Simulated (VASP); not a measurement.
Crystal: SrTiO3.

```
CELL_PARAMETERS angstrom
3.90500 0.00000 0.00000
0.00000 3.90500 0.00000
0.00000 0.00000 3.90500
ATOMIC_POSITIONS crystal
Sr 0.00000 0.00000 0.00000
Ti 0.50000 0.50000 0.50000
O 0.50000 0.50000 0.00000
O 0.50000 0.00000 0.50000
O 0.00000 0.50000 0.50000
```

Base run:

| Quantity | Value |
| --- | --- |
| Program | VASP 6.6.1 |
| Functional | PBE |
| Potentials or basis | VASP PAW PBE potentials, release 64 (Sr_sv, Ti_sv, O) |
| Cutoff | 600 eV |
| k mesh | 4 × 4 × 4 |
| Occupations | gaussian, width 0.01 eV |
| Spin | no spin polarisation |

Its results: band gap on the k mesh 1.84 eV, indirect (least direct gap 2.19 eV); pressure 4.8 GPa.

Q: The run is repeated on the same cell with these changes: k mesh from 4 × 4 × 4 to 3 × 3 × 3. What comes out?

A: Band gap on the k mesh 2.09 eV, indirect (least direct gap 2.13 eV); pressure 5.1 GPa.

Caveats: some runs use coarse meshes.

A k mesh can miss the band edges.
